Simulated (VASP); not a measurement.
Ag: single point with RPBE

Crystal: Ag.

```
Ag
1.0
     2.88738    0.00000    0.00000
    -1.44369    2.50054    0.00000
     0.00000    0.00000    9.52663
Ag
4
Direct
  0.33333 0.66667 0.25000
  0.66667 0.33333 0.75000
  0.00000 0.00000 0.00000
  0.00000 0.00000 0.50000
```

This isn't the form of Ag at room conditions, which is fcc.

```json
{"Program": "VASP 6.6.1", "Task": "single point", "Functional": "RPBE", "Potentials or basis": "VASP PAW PBE potentials, release 64 (Ag)", "Cutoff": "520 eV", "k mesh": "14 × 14 × 4", "Occupations": "fermi-dirac, width 0.1 eV", "Spin": "no spin polarisation"}
```

```
Pressure               : 7.9 GPa
Band gap on the k mesh : zero (bands 22 and 23 overlap by 5.99 eV)
```

Stress tensor (GPa, compression positive):
```
8.34 0.00 0.00
0.00 8.34 0.00
0.00 0.00 6.92
```

Levels at points of the mesh, in eV from the Fermi level:
| k point | band 20 | band 21 | band 22 | band 23 | band 24 | band 25 |
| --- | --- | --- | --- | --- | --- | --- |
| (0.00, 0.00, 0.00) | -3.43 | -3.43 | -3.05 | -3.05 | -0.41 | 3.46 |
| (0.50, 0.00, 0.00) | -2.82 | -0.12 | 0.80 | 1.08 | 1.62 | 4.35 |
| (0.00, 0.00, 0.50) | -3.20 | -3.20 | -3.20 | -2.46 | -2.46 | 6.30 |
| (0.50, 0.00, 0.50) | -2.84 | 0.30 | 0.30 | 1.46 | 1.46 | 4.77 |

Run time: 69 s on 1 thread of AMD EPYC 9R45 96-Core Processor (Zen 5) (shared host), peak memory 0.23 GiB.

Caveat: the cell stands under pressure; the PAW data sets were made with another functional, which shifts forces and pressure a little.
